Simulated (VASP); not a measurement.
Here is a VASP 6.6.1 calculation.

Contents of POSCAR:

```
GaP
1.0
    0.0000000000      2.7252500000      2.7252500000
    2.7252500000      0.0000000000      2.7252500000
    2.7252500000      2.7252500000      0.0000000000
Ga P
1 1
Direct
    0.0000000000      0.0000000000      0.0000000000
    0.7500000000      0.7500000000      0.7500000000
```

The input INCAR.step1:

```
PREC = Accurate ; ENCUT = 520
ISMEAR = -1 ; SIGMA = 0.05
LREAL = F ; LASPH = T
NELM = 100 ; NBANDS = 16
GGA = PE ; ALGO = Normal
EDIFF = 1E-4 ; LWAVE = T
LCHARG = F
```

File INCAR.step2:

```
PREC = Accurate ; ENCUT = 520
EDIFF = 1E-6 ; ISMEAR = -1
SIGMA = 0.05 ; LREAL = F
LASPH = T ; NELM = 100
ALGO = Normal ; ISIF = 2
LWAVE = F ; LCHARG = F
METAGGA = R2SCAN ; LMIXTAU = T
NBANDS = 16 ; ISTART = 1
```

KPOINTS

```
Automatic mesh
0
Gamma
  5 5 5
```

Potentials or basis: VASP PAW PBE potentials, release 64 (Ga_d, P).

Command:

```sh
$ cat potpaw_PBE.64/Ga_d/POTCAR potpaw_PBE.64/P/POTCAR > POTCAR
$ cp INCAR.step1 INCAR
$ mpirun -np 1 vasp_std > vasp.out
$ cp INCAR.step2 INCAR
$ mpirun -np 1 vasp_std > vasp.out
```

(1) Predict the band gap on the k mesh.

(2) What does it give for the pressure?

Answers

(1) 1.85 eV (least direct gap 2.34 eV).

(2) 0.1 GPa.

Caveat: the PAW data sets were made with another functional, which shifts forces and pressure a little; an odd mesh through Γ misses points on the zone boundary, where band edges can lie.

**Measured values to compare with.**

From “Stacking defects in GaP nanowires: Electronic structure and optical properties”, 2018, arxiv:1810.01194, for a bulk crystal of GaP at 10 K: band gap 2.34 eV (indirect).

A measured gap of GaP is 2.34 eV (indirect; 10 K; quoted in “Stacking defects in GaP nanowires: Electronic structure and optical properties”, 2018, arxiv:1810.01194); the calculated 1.85 eV misses it by -0.49 eV. Spin-orbit coupling on Ga is left out. The value is that of r2SCAN on a finite k mesh, which can miss the band edges, without temperature or zero-point motion.
